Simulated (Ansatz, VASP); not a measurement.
**Nb: VASP beside Ansatz**

```
Nb
1.0
     0.00000    2.75274    2.75274
     2.75274    0.00000    2.75274
     2.75274    2.75274    0.00000
Nb
2
Direct
  0.50000 0.50000 0.50000
  0.75000 0.75000 0.75000
```

Alike in both runs: task single point; functional PBEsol; k mesh 6 × 6 × 6; occupations gaussian, width 0.1 eV; no spin polarisation.

|  | VASP | Ansatz |
| --- | --- | --- |
| version | VASP 6.6.1 | Ansatz 0.2.0 |
| potentials or method | VASP PAW PBE potentials, release 64 (Nb_sv), cutoff 500 eV | scalar-relativistic, plane waves, PAW |
| valence electrons in the cell | 26 | 26 |

VASP gave:

| Quantity | Value |
| --- | --- |
| gap on the k mesh at the Fermi level (eV) | none |
| pressure (GPa) | 17.5 |

Question: Which values does Ansatz return?

Answer: gap on the k mesh at the Fermi level (eV): none; pressure (GPa): 17.3.

VASP's potentials were made for PBE, not for PBEsol. A gap of «none» marks a metal or a gap that the smearing closes.
